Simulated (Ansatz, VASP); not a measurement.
## Ta2C in VASP and in Ansatz

```
CELL_PARAMETERS angstrom
3.01792 0.00000 0.00000
-1.50896 2.61359 0.00000
0.00000 0.00000 5.16713
ATOMIC_POSITIONS crystal
Ta 0.33333 0.66667 0.25288
Ta 0.66667 0.33333 0.74712
C 0.00000 0.00000 0.00000
```

Change from the starting cell: strain -0.025 along x and y, +0.050 along z, atoms carried along.

Alike in both runs: task single point; functional PBEsol; k mesh 18 × 18 × 10; occupations gaussian, width 0.15 eV; no spin polarisation.

|  | VASP | Ansatz |
| --- | --- | --- |
| version | VASP 6.6.1 | Ansatz 0.2.0 |
| potentials or method | VASP PAW PBE potentials, release 64 (Ta_pv, C), cutoff 520 eV | scalar-relativistic, plane waves, PAW |
| valence electrons in the cell | 26 | 30 |

```csv
,VASP,Ansatz,Ansatz less VASP
gap on the k mesh at the Fermi level (eV),none,none,-
pressure (GPa),1.2,0.7,-0.54
"traceless stress, the component that is largest in VASP (GPa)",-18.77,-18.79,-0.017
rms of the force components (eV/Å),0.089,0.111,+0.0216
```

VASP's potentials were made for PBE, not for PBEsol. Atom by atom the forces differ by 0.022 eV/Å (rms over components). A gap of «none» marks a metal or a gap that the smearing closes. The functional is the same, so the differences come from potentials, cutoffs and numerics. VASP's potentials hold 26 valence electrons a cell and Ansatz's 30, so a difference there can come from the potentials and not from the codes.

Neither program's run includes spin-orbit coupling.
